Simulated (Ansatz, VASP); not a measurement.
Ga2BSb3 in VASP and in Ansatz

File INCAR:

```
PREC = Accurate
ENCUT = 600
EDIFF = 1E-6
ISMEAR = 0
SIGMA = 0.1
LREAL = F
LASPH = T
NELM = 100
ALGO = Normal
ISIF = 3
LWAVE = F
LCHARG = F
GGA = PE
IBRION = 2
NSW = 100
EDIFFG = -0.01
```

KPOINTS

```
regular mesh
0
Gamma
  8 8 8
```

File POSCAR:

```
Ga2BSb3
1.0
    5.4461382527      0.0000000000      0.0000000000
    0.0000000000      5.4461382527      0.0000000000
    0.0000000000      0.0000000000      5.5366070961
Ga B Sb
2 1 3
Direct
    0.0000000000      0.5000000000      0.0000000000
    0.5000000000      0.0000000000      0.0000000000
    0.5000000000      0.5000000000      0.5000000000
    0.0000000000      0.0000000000      0.7443834632
    0.0000000000      0.0000000000      0.2556165368
    0.5000000000      0.5000000000      0.0000000000
```

Input for Ansatz:

```yaml
crystal:
  lattice:
    - [5.4461382527, 0.0, 0.0]
    - [0.0, 5.4461382527, 0.0]
    - [0.0, 0.0, 5.5366070961]
  atoms:
    - { symbol: Ga, position: [0.0, 0.5, 0.0] }
    - { symbol: Ga, position: [0.5, 0.0, 0.0] }
    - { symbol: B, position: [0.5, 0.5, 0.5] }
    - { symbol: Sb, position: [0.0, 0.0, 0.7443834632] }
    - { symbol: Sb, position: [0.0, 0.0, 0.2556165368] }
    - { symbol: Sb, position: [0.5, 0.5, 0.0] }
basis:
  ecutwfc: 420
kpoints:
  mp_grid: { grid: [8, 8, 8] }
hamiltonian:
  xc: pbe
scf:
  occupations: { method: gaussian, width: 0.1 }
output:
  forces: true
  stress: true
  eigenvalues: true
relax:
  adjacent_minimum: "off"
  f_tol: 0.01
  max_steps: 80
  cell: { stress_tol: 0.05 }
```

Alike in both runs: task relaxation of cell and atoms; functional PBE; k mesh 8 × 8 × 8; occupations gaussian, width 0.1 eV; no spin polarisation.

|  | VASP | Ansatz |
| --- | --- | --- |
| version | VASP 6.6.1 | Ansatz 0.2.0 |
| potentials or method | VASP PAW PBE potentials, release 64 (Ga_d, B, Sb), cutoff 600 eV | scalar-relativistic, plane waves, PAW |
| valence electrons in the cell | 44 | 74 |

Ansatz gave:

```
gap on the k mesh at the Fermi level, each at its own relaxed structure (eV) : none
relaxed volume (Å³/atom)                                                     : 27.77
relaxed cell length with the largest relative difference (Å)                 : 5.619
```

Estimate VASP's values.

gap on the k mesh at the Fermi level, each at its own relaxed structure (eV): none; relaxed volume (Å³/atom): 27.77; relaxed cell length with the largest relative difference (Å): 5.622.

A gap of «none» marks a metal or a gap that the smearing closes. VASP's potentials hold 44 valence electrons a cell and Ansatz's 74, so a difference there can come from the potentials and not from the codes.

Neither program's run includes spin-orbit coupling.
